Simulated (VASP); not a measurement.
# Mo in VASP: single point with PBE

Aim: the single point of Mo with PBE.

All numbers are computed with VASP 6.6.1; they aren't measurements. Logs are shortened: lines on timing, memory, paths and dates and some standing lists are left out, and cuts for length are marked.

**1. The cell of the first run**

The cell holds a wire or tube with vacuum around it, 4 atoms: a = 11.600 Å, b = 9.300 Å, c = 4.927 Å, α = 90.00°, β = 90.00°, γ = 90.00°.

**2. Single point, PBE, collinear spin**

The input, INCAR:

```
PREC = Accurate
ENCUT = 520
EDIFF = 1E-7
ISMEAR = 0
SIGMA = 0.05
LREAL = False
LASPH = True
NELM = 150
ALGO = Fast
ISIF = 2
LWAVE = False
LCHARG = True
ISPIN = 2
MAGMOM = 1.5 1.5 1.5 1.5
LORBIT = 11
LMAXMIX = 4
GGA = PE
LELF = True
LVHAR = True
NBANDS = 40
```

The input, KPOINTS:

```
regular mesh
0
Gamma
  1 1 13
```

The input, POSCAR:

```
Mo
1.0
   11.6000000000      0.0000000000      0.0000000000
    0.0000000000      9.3000000000      0.0000000000
    0.0000000000      0.0000000000      4.9266405123
Mo
4
Direct
    0.3885135229      0.5000000000      0.0000000000
    0.3885135229      0.5000000000      0.5000000000
    0.6114864771      0.5000000000      0.0000000000
    0.6114864771      0.5000000000      0.5000000000
```

Potentials or basis: VASP PAW PBE potentials, release 64 (Mo_sv).

Command:

```sh
> cat potpaw_PBE.64/Mo_sv/POTCAR > POTCAR
> mpirun -np 1 vasp_std > vasp.out
```

OUTCAR:

```text
PREC = Accurate
   ENCUT = 520
   EDIFF = 1E-7
   ISMEAR = 0
   LREAL = False
   LASPH = True
   NELM = 150
   ISIF = 2
   ISPIN = 2
   LORBIT = 11
   GGA = PE

 ion  position               nearest neighbor table
   1  0.389  0.500  0.000-   2 2.46   2 2.46   3 2.59
   2  0.389  0.500  0.500-   1 2.46   1 2.46   4 2.59
   3  0.611  0.500  0.000-   4 2.46   4 2.46   1 2.59
   4  0.611  0.500  0.500-   3 2.46   3 2.46   2 2.59

  LATTYP: Found a simple orthorhombic cell.
 ALAT       =     4.9266405123
 B/A-ratio  =     1.8876960835
 C/A-ratio  =     2.3545456526

  Lattice vectors:

 A1 = (   0.0000000000,   0.0000000000,  -4.9266405123)
 A2 = (   0.0000000000,   9.3000000000,   0.0000000000)
 A3 = (  11.6000000000,   0.0000000000,   0.0000000000)

Analysis of symmetry for initial positions (statically):
=====================================================================
 Subroutine PRICEL returns following result:

  LATTYP: Found a simple orthorhombic cell.
 ALAT       =     2.4633202561
 B/A-ratio  =     3.7753921670
 C/A-ratio  =     4.7090913051
[... 12 lines left out ...]
 Subroutine GETGRP returns: Found  8 space group operations
 (whereof  8 operations were pure point group operations)
 out of a pool of  8 trial point group operations.

The static configuration has the point symmetry D_2h.

Analysis of symmetry for dynamics (positions and initial velocities):
=====================================================================
 Subroutine PRICEL returns following result:

  LATTYP: Found a simple orthorhombic cell.
 ALAT       =     2.4633202561
 B/A-ratio  =     3.7753921670
 C/A-ratio  =     4.7090913051
[... 12 lines left out ...]
 Subroutine GETGRP returns: Found  8 space group operations
 (whereof  8 operations were pure point group operations)
 out of a pool of  8 trial point group operations.

The dynamic configuration has the point symmetry D_2h.

Analysis of structural, dynamic, and magnetic symmetry:
=====================================================================
 Subroutine PRICEL returns following result:

  LATTYP: Found a simple orthorhombic cell.
 ALAT       =     2.4633202561
 B/A-ratio  =     3.7753921670
 C/A-ratio  =     4.7090913051
[... 12 lines left out ...]
 Subroutine GETGRP returns: Found  8 space group operations
 (whereof  8 operations were pure point group operations)
 out of a pool of  8 trial point group operations.

The overall configuration has the point symmetry D_2h.

 Subroutine INISYM returns: Found  8 space group operations
 (whereof  8 operations are pure point group operations),
 and found     2 'primitive' translations

----------------------------------------------------------------------------------------

                                     Primitive cell

  volume of cell :     265.7430

  direct lattice vectors                    reciprocal lattice vectors
     0.000000000  0.000000000 -2.463320256     0.000000000  0.000000000 -0.405956147
     0.000000000  9.300000000  0.000000000     0.000000000  0.107526882  0.000000000
    11.600000000  0.000000000  0.000000000     0.086206897  0.000000000  0.000000000

  length of vectors
     2.463320256  9.300000000 11.600000000     0.405956147  0.107526882  0.086206897

  position of ions in fractional coordinates (direct lattice)
     0.000000000  0.500000000  0.388513523
     0.000000000  0.500000000  0.611486477

  ion indices of the primitive-cell ions
   primitive index   ion index
                 1           1
                 2           3

----------------------------------------------------------------------------------------

 KPOINTS: regular mesh

Automatic generation of k-mesh.
 Grid dimensions read from file:
 generate k-points for:    1    1   13

 Generating k-lattice:

  Cartesian coordinates                     Fractional coordinates (reciprocal lattice)
     0.086206897  0.000000000  0.000000000     1.000000000  0.000000000  0.000000000
     0.000000000  0.107526882  0.000000000     0.000000000  1.000000000  0.000000000
     0.000000000  0.000000000  0.015613698     0.000000000  0.000000000  0.076923077

  Length of vectors
     0.086206897  0.107526882  0.015613698

  Shift w.r.t. Gamma in fractional coordinates (k-lattice)
     0.000000000  0.000000000  0.000000000

 Subroutine IBZKPT returns following result:
 ===========================================

 Found      7 irreducible k-points:

 Following reciprocal coordinates:
            Coordinates               Weight
  0.000000  0.000000  0.000000      1.000000
  0.000000  0.000000  0.076923      2.000000
  0.000000  0.000000  0.153846      2.000000
  0.000000  0.000000  0.230769      2.000000
  0.000000  0.000000  0.307692      2.000000
  0.000000  0.000000  0.384615      2.000000
  0.000000  0.000000  0.461538      2.000000
   k-points           NKPTS =      7   k-points in BZ     NKDIM =      7   number of bands    NBANDS=     40
   number of dos      NEDOS =    301   number of ions     NIONS =      4
   total plane-waves  NPLWV = 252000
   dimension x,y,z NGX =    90 NGY =   70 NGZ =   40
   dimension x,y,z NGXF=   180 NGYF=  140 NGZF=   80
   ions per type =               4
   NGX,Y,Z   is equivalent  to a cutoff of  12.90, 12.51, 13.50 a.u.
   NGXF,Y,Z  is equivalent  to a cutoff of  25.80, 25.03, 27.00 a.u.
 SYSTEM =  unknown system
   PREC   = accura    normal or accurate (medium, high low for compatibility)
   ISTART =      0    job   : 0-new  1-cont  2-samecut
   ICHARG =      2    charge: 1-file 2-atom 10-const
   ISPIN  =      2    spin polarized calculation?
   LNONCOLLINEAR =      F non collinear calculations
   LSORBIT =      F    spin-orbit coupling
   LASPH  =      T    aspherical Exc in radial PAW
   ENCUT  =  520.0 eV  38.22 Ry    6.18 a.u.  21.57 17.29  9.16*2*pi/ulx,y,z
   NELM   =    150;   NELMIN=  2; NELMDL= -5     # of ELM steps
   EDIFF  = 0.1E-06   stopping-criterion for ELM
   LREAL  =      F    real-space projection
   EDIFFG = 0.1E-05   stopping-criterion for IOM
   NSW    =      0    number of steps for IOM
   IBRION =     -1    ionic relax: 0-MD 1-quasi-New 2-CG
   NFREE  =      0    steps in history (QN), initial steepest desc. (CG)
   ISIF   =      2    stress and relaxation
   ISYM   =      2    0-nonsym 1-usesym 2-fastsym
   POTIM  = 0.5000    time-step for ionic-motion
   TEBEG  =    0.0;   TEEND  =   0.0 temperature during run
   PSTRESS=    0.0 pullay stress
   NELECT =      56.0000    total number of electrons
   NUPDOWN=      -1.0000    fix difference up-down
   EMIN   =  10.00;   EMAX   =-10.00  energy-range for DOS
   EFERMI =   0.00;   METHOD = LEGACY
   ISMEAR =     0;   SIGMA  =   0.05  broadening in eV -4-tet -1-fermi 0-gaus
   EFERMI_NEDOS =   21; number of points for ismear=-14 and -15
   IALGO  =     68    algorithm
   IMIX   =      4    mixing-type and parameters
     AMIX     =   0.40;   BMIX     =  1.00
     AMIX_MAG =   1.60;   BMIX_MAG =  1.00
  volume/ion in A,a.u.               =     132.87       896.66
  Fermi-wavevector in a.u.,A,eV,Ry     =   0.773227  1.461187  8.134647  0.597880
  Thomas-Fermi vector in A             =   1.875026
   LORBIT       =     11    0 simple, 1 ext, 2 COOP (PROOUT), +10 PAW based schemes
   GGA     = PE    functional components
   LHFCALC =     F    Hartree Fock is set to
   AEXX    =    0.0000 exact exchange contribution
   IVDW    =     0    specifies the selected vdW correction
   LEPSILON=     F    determine dielectric tensor
   LRPA    =     F    only Hartree local field effects (RPA)
 spin polarized calculation
 RMM-DIIS sequential band-by-band and
 Gauss-broadening in eV      SIGMA  =   0.05
  energy-cutoff  :      520.00
  volume of cell :      531.49
 maximum number of plane-waves:     14338
 NGX is ok and might be reduce to    90
   NGX = 43   NGY = 35   NGZ = 19

 number of electron      56.0000003 magnetization       0.9524815

 Free energy of the ion-electron system (eV)
  ---------------------------------------------------
  ext. energy  EPLUGINS =         0.00000000
  ---------------------------------------------------
  free energy    TOTEN  =       -28.93091866 eV

  energy without entropy =      -28.92047606  energy(sigma->0) =      -28.92569736

 E-fermi :  -2.2505     XC(G=0):  -3.3036

 val. band max:       -2.2669893205   @ k =   0.0000   0.0000   0.2308
 cond. band min:      -2.2471604620   @ k =   0.0000   0.0000   0.3846
 fundamental gap:      0.0198288585
 Fermi energy:        -2.2505381655

 spin component 1

 k-point     1 :       0.0000    0.0000    0.0000
  band No.  band energies     occupation
      1     -62.9696      1.00000
      2     -62.8698      1.00000
      3     -62.6331      1.00000
      4     -62.5379      1.00000
      5     -37.9854      1.00000
      6     -37.8799      1.00000
[... 290 lines left out ...]
     39       0.6827      0.00000
     40       0.7891      0.00000
 Fermi energy:        -2.2505381655

 spin component 2

 k-point     1 :       0.0000    0.0000    0.0000
  band No.  band energies     occupation
      1     -62.8693      1.00000
      2     -62.7695      1.00000
      3     -62.5318      1.00000
      4     -62.4367      1.00000
      5     -37.9126      1.00000
      6     -37.8067      1.00000
[... 290 lines left out ...]
     39       0.7869      0.00000
     40       0.8940      0.00000

------------------------ aborting loop because EDIFF is reached ----------------------------------------

  FORCE on cell =-STRESS in cart. coord.  units (eV):
  Direction    XX          YY          ZZ          XY          YZ          ZX
  --------------------------------------------------------------------------------------
  -------------------------------------------------------------------------------------
  Total      -12.2959938     -0.1630809     -8.5883149      0.0000000     -0.0000000      0.0000000
  in kB      -37.0665705     -0.4916114    -25.8896829      0.0000000     -0.0000000      0.0000000
  external PRESSURE =     -21.1492883 kB  Pullay stress =       0.0000000 kB

 VOLUME and BASIS-vectors are now :
 -----------------------------------------------------------------------------
  energy-cutoff  :      520.00
  volume of cell :      531.49
      direct lattice vectors                 reciprocal lattice vectors
    11.600000000  0.000000000  0.000000000     0.086206897  0.000000000  0.000000000
     0.000000000  9.300000000  0.000000000     0.000000000  0.107526882  0.000000000
     0.000000000  0.000000000  4.926640512     0.000000000  0.000000000  0.202978073

 POSITION                                       TOTAL-FORCE (eV/Angst)
 -----------------------------------------------------------------------------------
      4.50676      4.65000      0.00000         2.377438      0.000000      0.000000
      4.50676      4.65000      2.46332         2.377438      0.000000      0.000000
      7.09324      4.65000      0.00000        -2.377438     -0.000000     -0.000000
      7.09324      4.65000      2.46332        -2.377438     -0.000000     -0.000000
 -----------------------------------------------------------------------------------
    total drift:                                0.000000      0.000000      0.000000

  FREE ENERGIE OF THE ION-ELECTRON SYSTEM (eV)
  ---------------------------------------------------
  free  energy   TOTEN  =       -28.9309186604 eV

  energy  without entropy=      -28.9204760649  energy(sigma->0) =      -28.92569736

 total charge

# of ion       s       p       d       tot
------------------------------------------
    1        2.367   6.028   4.083  12.478
    2        2.367   6.028   4.083  12.478
    3        2.367   6.028   4.083  12.478
    4        2.367   6.028   4.083  12.478
--------------------------------------------------
tot          9.468  24.113  16.332  49.913

 magnetization (x)

# of ion       s       p       d       tot
------------------------------------------
    1        0.011   0.004   0.151   0.166
    2        0.011   0.004   0.151   0.166
    3        0.011   0.004   0.151   0.166
    4        0.011   0.004   0.151   0.166
--------------------------------------------------
tot          0.045   0.018   0.603   0.666
```

Run time: 22 min. Hardware: 1 thread of Oxide Virtual Turin-like, shared host; peak memory 0.81 GiB.

Results:

| Item | Value |
| --- | --- |
| Free energy | -28.9309 eV |
| Largest force | 2.377 eV/Å |
| Net moment | 0.95 μB per cell |
| Site moments | Mo +0.17 μB |
| Valence electrons inside the program's atomic spheres | Mo 12.48 |

Forces on the atoms (eV/Å):
```
Mo   2.377  0.000  0.000
Mo   2.377  0.000  0.000
Mo  -2.377  0.000  0.000
Mo  -2.377  0.000  0.000
```

Caveat: a moment this small can come from the mesh or the smearing.
